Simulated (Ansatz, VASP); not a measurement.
**One calculation of HfSiO4, two programs**

```
CELL_PARAMETERS angstrom
-3.28625 3.28625 2.98160
3.28625 -3.28625 2.98160
3.28625 3.28625 -2.98160
ATOMIC_POSITIONS crystal
Hf 0.00000 0.00000 0.00000
Hf 0.75000 0.25000 0.50000
Si 0.50000 0.50000 0.00000
Si 0.25000 0.75000 0.50000
O 0.68020 0.49570 0.81550
O 0.24570 0.93020 0.31550
O 0.68020 0.86470 0.18450
O 0.61470 0.93020 0.68450
O 0.06980 0.38530 0.31550
O 0.50430 0.31980 0.18450
O 0.06980 0.75430 0.68450
O 0.13530 0.31980 0.81550
```

Alike in both runs: functional r2SCAN; k mesh 5 × 5 × 5; occupations fermi-dirac, width 0.05 eV; no spin polarisation.

```csv
,VASP,Ansatz
version,VASP 6.6.1,Ansatz 0.2.0
potentials or method,"VASP PAW PBE potentials, release 64 (Hf_pv, Si, O)",Ansatz PAW
plane-wave cutoff (eV),520,500
valence electrons in the cell,76,108
task,single point,band structure
```

|  | VASP | Ansatz | Ansatz less VASP |
| --- | --- | --- | --- |
| gap on the k mesh at the Fermi level (eV) | 5.97 | 6.03 | +0.055 |
| least direct gap on the mesh (eV) | 6.34 | 6.39 | +0.055 |
| pressure (GPa) | -0.7 | 1.1 | +1.81 |
| traceless stress, the component that is largest in VASP (GPa) | 0.52 | 0.10 | -0.423 |
| rms of the force components (eV/Å) | 0.130 | 0.029 | -0.1007 |

VASP's potentials were made for PBE, not for r2SCAN. Atom by atom the forces differ by 0.103 eV/Å (rms over components). VASP's potentials hold 76 valence electrons a cell and Ansatz's 108, so a difference there can come from the potentials and not from the codes.

Spin-orbit coupling is off throughout.
